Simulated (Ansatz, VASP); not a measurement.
Two plane-wave programs on SiC5

Contents of INCAR:

```
SYSTEM = SiC5
PREC = Accurate ; ENCUT = 1300
EDIFF = 1E-6 ; ISMEAR = 0
SIGMA = 0.1 ; LREAL = .FALSE.
LASPH = .TRUE. ; NELM = 200
ALGO = Normal ; ISIF = 2
LWAVE = .FALSE. ; LCHARG = .TRUE.
ISPIN = 2 ; MAGMOM = 0 1 1 1 1 1
LORBIT = 11 ; GGA = PE
LELF = .TRUE. ; LVHAR = .TRUE.
NBANDS = 25 ; GGA_COMPAT = .FALSE.
```

The input KPOINTS:

```
regular mesh
0
G
  6 6 4
  0 0 0
```

POSCAR

```
SiC5
1.0
    3.5842341411      0.0000000000      0.0000000000
   -1.7921170706      3.1040378193      0.0000000000
    0.0000000000      0.0000000000      7.2232011970
Si C
1 5
Direct
    0.0000000000      0.0000000000      0.5000000000
    0.0000000000      0.7745638050      0.0000000000
    0.7745638050      0.0000000000      0.0000000000
    0.2254361950      0.2254361950      0.0000000000
    0.3333333333      0.6666666667      0.5000000000
    0.6666666667      0.3333333333      0.5000000000
```

Input for Ansatz:

```yaml
crystal:
  lattice:
    - [3.5842341411, 0.0, 0.0]
    - [-1.7921170706, 3.1040378193, 0.0]
    - [0.0, 0.0, 7.223201197]
  atoms:
    - { symbol: Si, position: [0.0, 0.0, 0.5] }
    - { symbol: C, position: [0.0, 0.774563805, 0.0], spin: 1.0 }
    - { symbol: C, position: [0.774563805, 0.0, 0.0], spin: 1.0 }
    - { symbol: C, position: [0.225436195, 0.225436195, 0.0], spin: 1.0 }
    - { symbol: C, position: [0.3333333333, 0.6666666667, 0.5], spin: 1.0 }
    - { symbol: C, position: [0.6666666667, 0.3333333333, 0.5], spin: 1.0 }
basis:
  ecutwfc: 420
kpoints:
  mp_grid: { grid: [6, 6, 4] }
hamiltonian:
  xc: pbe
scf:
  occupations: { method: gaussian, width: 0.1 }
  lower_state_search: "off"
output:
  forces: true
  stress: true
  eigenvalues: true
  populations: true
magnetization:
  spin_polarized: true
```

Alike in both runs: task single point; functional PBE; k mesh 6 × 6 × 4; occupations gaussian, width 0.1 eV; collinear spin.

|  | VASP | Ansatz |
| --- | --- | --- |
| version | VASP 6.6.1 | Ansatz 0.2.0 |
| potentials or method | VASP PAW PBE potentials, release 64 (Si, C_h), cutoff 1300 eV | scalar-relativistic, plane waves, PAW |
| valence electrons in the cell | 24 | 24 |

```csv
,VASP,Ansatz,Ansatz less VASP
gap on the k mesh at the Fermi level (eV),none,none,-
pressure (GPa),0.0,0.1,+0.05
"traceless stress, the component that is largest in VASP (GPa)",0.28,0.30,+0.018
rms of the force components (eV/Å),0.010,0.013,+0.0026
net moment per atom (μB),0.04,0.04,-0.001
size of the moment on the site where the two differ most (μB),0.03,0.03,+0.001
```

Site moments also hang on the region over which each program counts them. Atom by atom the forces differ by 0.003 eV/Å (rms over components). A gap of «none» marks a metal or a gap that the smearing closes. With one functional, cell and mesh, what is left measures potentials, basis and numerics. Ansatz's warnings: seeded moment not kept.
